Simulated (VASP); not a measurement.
**WC: single point with PBE**

Crystal: WC.

```
CELL_PARAMETERS angstrom
2.92202 0.00000 0.00000
-1.46101 2.53054 0.00000
0.00000 0.00000 2.84680
ATOMIC_POSITIONS crystal
W 0.00000 0.00000 0.00000
C 0.33333 0.66667 0.50000
```

| Item | Value |
| --- | --- |
| Program | VASP 6.6.1 |
| Task | single point |
| Functional | PBE |
| Potentials or basis | VASP PAW PBE potentials, release 64 (W_sv, C_h) |
| Cutoff | 910 eV |
| k mesh | 18 × 18 × 18 |
| Occupations | gaussian, width 0.1 eV |
| Spin | no spin polarisation |
| Dipole correction | no |
| Second run | hard_potentials |
| Further INCAR settings | ALGO = Normal; EDIFF = 1e-06; NBANDS = 16 |

```json
{
 "Pressure": "0.9 GPa",
 "Band gap on the k mesh": "zero (band 9 reaches 11.86 eV, above the bottom of band 10 at 10.64 eV)"
}
```

Stress tensor (GPa, compression positive):
```
0.83 0.00 0.00
0.00 0.83 0.00
0.00 0.00 1.11
```

Levels at points of the mesh, in eV from the Fermi level:
```csv
k point,band 7,band 8,band 9,band 10,band 11,band 12
"(0.00, 0.00, 0.00)",-3.28,-3.28,0.11,3.18,3.18,5.56
"(0.50, 0.00, 0.00)",-3.53,-3.50,-0.47,2.31,4.44,4.78
"(0.00, 0.00, 0.50)",-1.99,-1.99,-0.56,-0.56,3.64,4.48
"(0.50, 0.00, 0.50)",-4.25,-4.15,0.26,4.33,5.21,6.51
```

Run time: 120 s on 1 thread of Intel(R) Xeon(R) 6975P-C (Granite Rapids), on a shared host, peak memory 0.4 GiB.

Caveat: the cutoff is under 1.25 times the usual one of these potentials, so pressure, stress and relaxed cells hold a basis-set (Pulay) error; spin-orbit coupling is left out, which moves the levels of the heavy elements.
